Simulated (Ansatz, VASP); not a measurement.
# P in VASP and in Ansatz

The input INCAR:

```
PREC = Accurate
ENCUT = 520
EDIFF = 1E-6
ISMEAR = 0
SIGMA = 0.15
LREAL = False
LASPH = True
NELM = 100
ALGO = Normal
ISIF = 2
LWAVE = False
LCHARG = True
GGA = PE
IVDW = 12
LELF = True
LVHAR = True
NBANDS = 18
```

File KPOINTS:

```
regular mesh
0
Gamma
  16 16 12
```

POSCAR

```
P
1.0
    1.5989648134     -5.2868514324      0.0000000000
    1.5989648134      5.2868514324      0.0000000000
    0.0000000000      0.0000000000      4.1668618235
P
4
Direct
    0.1063803446      0.8936196554      0.9280972034
    0.6063803446      0.3936196554      0.5719027966
    0.8936196554      0.1063803446      0.0719027966
    0.3936196554      0.6063803446      0.4280972034
```

Input for Ansatz:

```yaml
crystal:
  lattice:
    - [1.5989648134, -5.2868514324, 0.0]
    - [1.5989648134, 5.2868514324, 0.0]
    - [0.0, 0.0, 4.1668618235]
  atoms:
    - { symbol: P, position: [0.1063803446, 0.8936196554, 0.9280972034] }
    - { symbol: P, position: [0.6063803446, 0.3936196554, 0.5719027966] }
    - { symbol: P, position: [0.8936196554, 0.1063803446, 0.0719027966] }
    - { symbol: P, position: [0.3936196554, 0.6063803446, 0.4280972034] }
basis:
  ecutwfc: 420
kpoints:
  mp_grid: { grid: [16, 16, 12] }
hamiltonian:
  xc: pbe
  dispersion: d3bj
scf:
  occupations: { method: gaussian, width: 0.15 }
output:
  forces: true
  stress: true
  eigenvalues: true
  write_density: true
  write_potential: true
  elf: true
  volumetric_format: npy
```

Change from the starting cell: strain -0.0375 x Voigt [1, -1, 0, 0, 0, 0], atoms carried along.

Alike in both runs: task single point; functional PBE; dispersion D3(BJ); k mesh 16 × 16 × 12; occupations gaussian, width 0.15 eV; no spin polarisation.

|  | VASP | Ansatz |
| --- | --- | --- |
| version | VASP 6.6.1 | Ansatz 0.2.0 |
| potentials or method | VASP PAW PBE potentials, release 64 (P), cutoff 520 eV | scalar-relativistic, plane waves, PAW |
| valence electrons in the cell | 20 | 20 |

|  | VASP | Ansatz | Ansatz less VASP |
| --- | --- | --- | --- |
| gap on the k mesh at the Fermi level (eV) | none | none | - |
| pressure (GPa) | 1.1 | 1.5 | +0.35 |
| traceless stress, the component that is largest in VASP (GPa) | -6.90 | -6.92 | -0.024 |
| rms of the force components (eV/Å) | 0.247 | 0.247 | -0.0001 |

Atom by atom the forces differ by 0.039 eV/Å (rms over components). A gap of «none» marks a metal or a gap that the smearing closes.
